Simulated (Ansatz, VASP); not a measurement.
**One calculation of I, two programs**

```
I
1.0
    -1.61746    1.61746    4.26481
     1.61746   -1.61746    4.26481
     1.61746    1.61746   -4.26481
I
1
Direct
  0.00000 0.00000 0.00000
```

Alike in both runs: functional r2SCAN0; k mesh 7 × 7 × 7; occupations methfessel-paxton of order 1, width 0.1 eV; no spin polarisation.

|  | VASP | Ansatz |
| --- | --- | --- |
| version | VASP 6.6.1 | Ansatz 0.2.0 |
| potentials or method | VASP PAW PBE potentials, release 64 (I) | Ansatz PAW polarizable |
| plane-wave cutoff (eV) | 520 | 500 |
| valence electrons in the cell | 7 | 17 |
| task | single point | atomic charges |

VASP gave:

* gap on the k mesh at the Fermi level (eV): none
* pressure (GPa): -1.4
* traceless stress, the component that is largest in VASP (GPa): 0.62

**Question.** Estimate Ansatz's values.

**Answer.** gap on the k mesh at the Fermi level (eV): none; pressure (GPa): -1.2; traceless stress, the component that is largest in VASP (GPa): 0.50.

VASP's potentials were made for PBE, not for r2SCAN0. A gap of «none» marks a metal or a gap that the smearing closes. The functional is the same, so the differences come from potentials, cutoffs and numerics. VASP's potentials hold 7 valence electrons a cell and Ansatz's 17, so a difference there can come from the potentials and not from the codes.

The k mesh is coarse, so the values compare programs but aren't converged. Neither program's run includes spin-orbit coupling.
